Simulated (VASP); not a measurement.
Wanted: the native input for a VASP 6.6.1 run.

* Task: single point
* Functional: PBE
* Dispersion: D3(BJ)
* Potentials or basis: VASP PAW PBE potentials, release 64 (Si, Cl)
* Cutoff: 400 eV
* k mesh: 4 × 5 × 1
* Occupations: gaussian, width 0.05 eV
* Spin: collinear spin
* Starting moments: [0.0, 0.0, 0.0, 0.0, 0.0, 0.0, 0.0, 0.0, 0.0, 0.0, 0.0, 0.0, 1.0] μB
* Dipole correction: yes
* Further INCAR settings: ALGO = Normal; EDIFF = 1e-06; NBANDS = 44; NELMDL = -8

The structure of Si12Cl lies in POSCAR:

```
Si12Cl
1.0
    7.6666885535      0.0000000000      0.0000000000
    0.0000000000      5.4211674654      0.0000000000
    0.0000000000      0.0000000000     20.6877549460
Si Cl
12 1
Direct
    0.2500000000      0.0000000000      0.1933510915
    0.7500000000      0.0000000000      0.1933510915
    0.0000000000      0.2500000000      0.1933510915
    0.5000000000      0.2500000000      0.1933510915
    0.0000000000      0.5038841205      0.2835647299
    0.5000000000      0.5038841205      0.2835647299
    0.2500000000      0.7461158795      0.2835647299
    0.7500000000      0.7461158795      0.2835647299
    0.2500000000      0.0086034149      0.3716089525
    0.7500000000      0.0086034149      0.3716089525
    0.0000000000      0.2413965851      0.3716089525
    0.5000000000      0.2413965851      0.3716089525
    0.5000000000      0.1752700816      0.4779520529
```

These files were run (other wordings do the same):

INCAR

```
SYSTEM = Si12Cl
ALGO = Normal
DIPOL = 0.5 0.5 0.298
EDIFF = 1E-6
ENCUT = 400
GGA = PE
GGA_COMPAT = .FALSE.
IDIPOL = 3
ISIF = 2
ISMEAR = 0
ISPIN = 2
IVDW = 12
LASPH = .TRUE.
LCHARG = .FALSE.
LDIPOL = .TRUE.
LORBIT = 11
LREAL = .FALSE.
LWAVE = .FALSE.
MAGMOM = 0 0 0 0 0 0 0 0 0 0 0 0 1
NBANDS = 44
NELM = 200
NELMDL = -8
PREC = Accurate
SIGMA = 0.05
```

KPOINTS

```
k-points
0
G
  4 5 1
  0 0 0
```

Potentials or basis: VASP PAW PBE potentials, release 64 (Si, Cl).

The run is started by

```console
$ cat potpaw_PBE.64/Si/POTCAR potpaw_PBE.64/Cl/POTCAR > POTCAR
$ mpirun -np 1 vasp_std > vasp.out
```

Results of the run:

```json
{"Largest force": "1.186 eV/Å", "Net moment": "1.04 μB per cell", "Site moments": "Si +0.04, +0.12, +0.07, +0.01, -0.00 (each value once); Cl +0.01 μB", "Valence electrons inside the program's atomic spheres": "Si 1.64, 1.65, 1.70, 1.67 (each value once); Cl 5.08", "Dispersion energy per atom": "-0.240 eV"}
```

Run time: 68 min on 1 thread of Intel Xeon 8259CL, on a shared host, peak memory 0.96 GiB.
